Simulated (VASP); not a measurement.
A run of VASP 6.6.1 is set up as follows.

INCAR

```
SYSTEM = AlN
PREC = Accurate
ENCUT = 520
EDIFF = 1E-7
ISMEAR = 0
SIGMA = 0.05
LREAL = .False.
LASPH = .True.
NELM = 60
ALGO = Normal
ISIF = 2
LWAVE = .False.
LCHARG = .False.
GGA = PE
NBANDS = 16
```

File KPOINTS:

```
Automatic mesh
0
Gamma
  9 9 6
  0 0 0
```

POSCAR

```
AlN
1.0
    3.0673000000      0.0000000000      0.0000000000
   -1.5336500000      2.6563597210      0.0000000000
    0.0000000000      0.0000000000      4.4149000000
Al N
2 2
Direct
    0.3333333333      0.6666666667     -0.0163746038
    0.6666666667      0.3333333333      0.4836253962
    0.3333333333      0.6666666667      0.4013746038
    0.6666666667      0.3333333333      0.9013746038
```

Potentials or basis: VASP PAW PBE potentials, release 64 (Al, N).

The run is started by

```sh
$ cat potpaw_PBE.64/Al/POTCAR potpaw_PBE.64/N/POTCAR > POTCAR
$ mpirun -np 1 vasp_std > vasp.out
```

Q: Predict the pressure.

A: 39.4 GPa.

Q: Estimate the band gap on the k mesh.

A: 4.66 eV, direct.

Stress tensor (GPa, compression positive):
```
37.57  0.00  0.00
 0.00 37.57  0.00
 0.00  0.00 43.02
```

A k mesh can miss the band edges. As with any semilocal functional, this PBE gap is likely too small.
